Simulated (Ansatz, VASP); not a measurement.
# WS2 in VASP and in Ansatz

File INCAR:

```
SYSTEM = WS2
ALGO = Normal ; EDIFF = 1E-6
ENCUT = 520 ; GGA = PS
ISIF = 2 ; ISMEAR = 0
IVDW = 12 ; LASPH = .TRUE.
LCHARG = .FALSE. ; LREAL = .FALSE.
LWAVE = .FALSE. ; NBANDS = 20
NELM = 100 ; PREC = Accurate
SIGMA = 0.05
```

KPOINTS

```
k-points
0
G
  12 12 2
  0 0 0
```

Contents of POSCAR:

```
WS2
1.0
    3.1237017326      0.0000000000      0.0000000000
   -1.5618508663      2.7052050543      0.0000000000
    0.0000000000      0.0000000000     16.9362771992
W S
1 2
Direct
    0.3333333333      0.6666666667      0.0000000000
    0.6423365588      0.3333333333      0.9071447969
    0.6909967745      0.3333333333      0.0928552031
```

Input for Ansatz:

```yaml
crystal:
  lattice:
    - [3.1237017326, 0.0, 0.0]
    - [-1.5618508663, 2.7052050543, 0.0]
    - [0.0, 0.0, 16.9362771992]
  atoms:
    - { symbol: W, position: [0.3333333333, 0.6666666667, 0.0] }
    - { symbol: S, position: [0.6423365588, 0.3333333333, 0.9071447969] }
    - { symbol: S, position: [0.6909967745, 0.3333333333, 0.0928552031] }
basis:
  ecutwfc: 420
kpoints:
  mp_grid: { grid: [12, 12, 2] }
hamiltonian:
  xc: pbesol
  dispersion: d3bj
scf:
  occupations: { method: gaussian, width: 0.05 }
output:
  forces: true
  stress: true
  eigenvalues: true
```

Change from the starting cell: mode 4 frozen in at -0.076 Å and mode 9 at +0.000 Å (largest displacements).

Alike in both runs: task single point; functional PBEsol; dispersion D3(BJ); k mesh 12 × 12 × 2; occupations gaussian, width 0.05 eV; no spin polarisation.

|  | VASP | Ansatz |
| --- | --- | --- |
| version | VASP 6.6.1 | Ansatz 0.2.0 |
| potentials or method | VASP PAW PBE potentials, release 64 (W_sv, S), cutoff 520 eV | scalar-relativistic, plane waves, PAW |
| valence electrons in the cell | 26 | 26 |

Ansatz gave:

```
gap on the k mesh at the Fermi level (eV) : 1.96
least direct gap on the mesh (eV)         : 2.02
rms of the force components (eV/Å)        : 0.378
```

Estimate VASP's values.

gap on the k mesh at the Fermi level (eV): 1.96; least direct gap on the mesh (eV): 2.03; rms of the force components (eV/Å): 0.380.

VASP's potentials were made for PBE, not for PBEsol. Atom by atom the forces differ by 0.011 eV/Å (rms over components).

Neither program's run includes spin-orbit coupling.
